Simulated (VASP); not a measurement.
Here is a VASP 6.6.1 calculation.

File INCAR:

```
SYSTEM = SnTe
ALGO = Normal
EDIFF = 1E-7
ENCUT = 520
GGA = PE
ISIF = 2
ISMEAR = -1
LASPH = .TRUE.
LCHARG = .FALSE.
LREAL = .FALSE.
LWAVE = .FALSE.
NBANDS = 17
NELM = 100
PREC = Accurate
SIGMA = 0.1
```

Contents of KPOINTS:

```
k-points
0
G
  12 12 12
  0 0 0
```

The input POSCAR:

```
SnTe
1.0
    0.0000000000      3.0473741797      3.0473741797
    3.0473741797      0.0000000000      3.0473741797
    3.0473741797      3.0473741797      0.0000000000
Sn Te
1 1
Direct
    0.0000000000      0.0000000000      0.0000000000
    0.5000000000      0.5000000000      0.5000000000
```

Potentials or basis: VASP PAW PBE potentials, release 64 (Sn_d, Te).

Run with:

```console
$ cat potpaw_PBE.64/Sn_d/POTCAR potpaw_PBE.64/Te/POTCAR > POTCAR
$ mpirun -np 1 vasp_std > vasp.out
```

(1) What does it give for the band gap on the k mesh?

(2) Predict the pressure.

Answers

(1) 0.25 eV, direct.

(2) 8.5 GPa.

Caveat: spin-orbit coupling is left out, which moves the levels of the heavy elements.
